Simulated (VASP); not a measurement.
# SiC: single point with PBEsol

Crystal: SiC.

```xyz
4
Lattice="3.0344 0.0000 0.0000 -1.5172 2.6279 0.0000 0.0000 0.0000 4.9798" Properties=species:S:1:pos:R:3 pbc="T T T"
Si    0.0000    1.7519    0.0000
Si    1.5172    0.8760    2.4899
C     0.0000    1.7519    1.9172
C     1.5172    0.8760    4.4071
```

This cell differs from its parent crystal: volume scaled by 0.96.

- Program: VASP 6.6.1
- Task: single point
- Functional: PBEsol
- Potentials or basis: VASP PAW PBE potentials, release 64 (Si, C)
- Cutoff: 520 eV
- k mesh: 15 × 15 × 8
- Occupations: fermi-dirac, width 0.08 eV
- Spin: no spin polarisation

```
Pressure               : 10.5 GPa
Largest force          : 0.818 eV/Å
Band gap on the k mesh : 2.08 eV, indirect (least direct gap 4.05 eV)
```

Forces on the atoms (eV/Å):
```
Si   0.000  0.000  0.818
Si   0.000  0.000  0.818
C    0.000  0.000 -0.818
C    0.000  0.000 -0.818
```

Stress tensor (GPa, compression positive):
```
12.75  0.00  0.00
 0.00 12.75  0.00
 0.00  0.00  5.99
```

Levels at points of the mesh, in eV from the valence-band top:
| k point | band 4 | band 5 | band 6 | band 7 | band 8 | band 9 | band 10 | band 11 | band 12 | band 13 |
| --- | --- | --- | --- | --- | --- | --- | --- | --- | --- | --- |
| (0.00, 0.00, 0.00) | -1.58 | -1.58 | -0.27 | -0.27 | 0.00 | 4.93 | 6.39 | 6.68 | 6.68 | 7.86 |
| (0.00, 0.00, 0.50) | -4.56 | -0.97 | -0.97 | -0.97 | -0.97 | 6.01 | 6.01 | 7.32 | 7.32 | 7.32 |

Run time: 23 s on 1 thread of Intel(R) Xeon(R) 6975P-C (Granite Rapids), on a shared host, peak memory 0.2 GiB.

Caveat: the PAW data sets were made with another functional, which shifts forces and pressure a little. A k mesh can miss the band edges.
